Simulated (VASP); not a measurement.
A run of VASP 6.6.1 is set up as follows.

POSCAR

```
Mn3SbN
1.0
    4.1251258262      0.0000000000      0.0000000000
    0.0000000000      4.1251258262      0.0000000000
    0.0000000000      0.0000000000      4.1251258262
Mn Sb N
3 1 1
Direct
    0.0000000000      0.5000000000      0.0000000000
    0.5000000000      0.0000000000      0.0000000000
    0.0000000000      0.0000000000      0.5000000000
    0.5000000000      0.5000000000      0.5000000000
    0.0000000000      0.0000000000      0.0000000000
```

The input INCAR.step1:

```
SYSTEM = Mn3SbN
ALGO = Normal
EDIFF = 1E-4
ENCUT = 520
GGA = PE
ISMEAR = 0
ISPIN = 2
LASPH = .TRUE.
LCHARG = .FALSE.
LMAXMIX = 4
LREAL = .FALSE.
LWAVE = .TRUE.
MAGMOM = 3.72 3.72 3.72 0 0
NBANDS = 36
NELM = 150
PREC = Accurate
SIGMA = 0.1
```

The input INCAR.step2:

```
SYSTEM = Mn3SbN
ALGO = Normal
EDIFF = 1E-7
ENCUT = 520
ISIF = 2
ISMEAR = 0
ISPIN = 2
ISTART = 1
LASPH = .TRUE.
LCHARG = .FALSE.
LMAXMIX = 4
LMIXTAU = .TRUE.
LORBIT = 11
LREAL = .FALSE.
LWAVE = .FALSE.
MAGMOM = 3.72 3.72 3.72 0 0
METAGGA = R2SCAN
NBANDS = 36
NELM = 150
PREC = Accurate
SIGMA = 0.1
```

The input KPOINTS:

```
k-points
0
G
  8 8 8
  0 0 0
```

Potentials or basis: VASP PAW PBE potentials, release 64 (Mn_pv, Sb, N).

Launch:

```bash
$ cat potpaw_PBE.64/Mn_pv/POTCAR potpaw_PBE.64/Sb/POTCAR potpaw_PBE.64/N/POTCAR > POTCAR
$ cp INCAR.step1 INCAR
$ mpirun -np 1 vasp_std > vasp.out
$ cp INCAR.step2 INCAR
$ mpirun -np 1 vasp_std > vasp.out
```

Problem. Estimate the net moment.

Solution. 11.09 μB per cell.

Problem. Estimate the pressure.

Solution. 1.9 GPa.

Problem. Estimate the site moments.

Solution. Mn +3.61; Sb -0.01; N -0.01 μB.

Caveat: the PAW data sets were made with another functional, which shifts forces and pressure a little.
